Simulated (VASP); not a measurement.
## CuI: single point with PBEsol

The system is CuI.

```
Cu I
1.0
     4.11723    0.00000    0.00000
    -2.05861    3.56562    0.00000
     0.00000    0.00000    6.05152
Cu I
2 2
Cartesian
  0.0000 0.0000 0.0000
  0.0000 0.0000 3.0258
  0.0000 2.3771 1.5129
  2.0586 1.1885 4.5386
```

- Program: VASP 6.6.1
- Task: single point
- Functional: PBEsol
- Potentials or basis: VASP PAW PBE potentials, release 64 (Cu, I)
- Cutoff: 520 eV
- k mesh: 6 × 6 × 4
- Occupations: fermi-dirac, width 0.02 eV
- Spin: no spin polarisation

```
Pressure               : 0.1 GPa
Band gap on the k mesh : 0.51 eV (least direct gap 0.82 eV)
```

Levels at points of the mesh, in eV from the valence-band top:
```csv
k point,band 16,band 17,band 18,band 19,band 20,band 21
"(0.00, 0.00, 0.00)",-1.23,-0.16,-0.16,0.66,1.94,4.62
"(0.50, 0.00, 0.00)",-1.69,-0.83,0.00,2.13,2.27,2.86
"(0.00, 0.00, 0.50)",-0.69,-0.69,-0.69,2.42,2.42,4.76
"(0.50, 0.00, 0.50)",-1.26,-0.97,-0.97,1.54,1.54,4.65
```

Wall time 26 s on 1 thread of Intel(R) Xeon(R) 6975P-C (Granite Rapids), on a shared host, peak memory 0.23 GiB.

Caveat: the PAW data sets were made with another functional, which shifts forces and pressure a little; spin-orbit coupling is left out, which moves the levels of the heavy elements. A k mesh can miss the band edges.
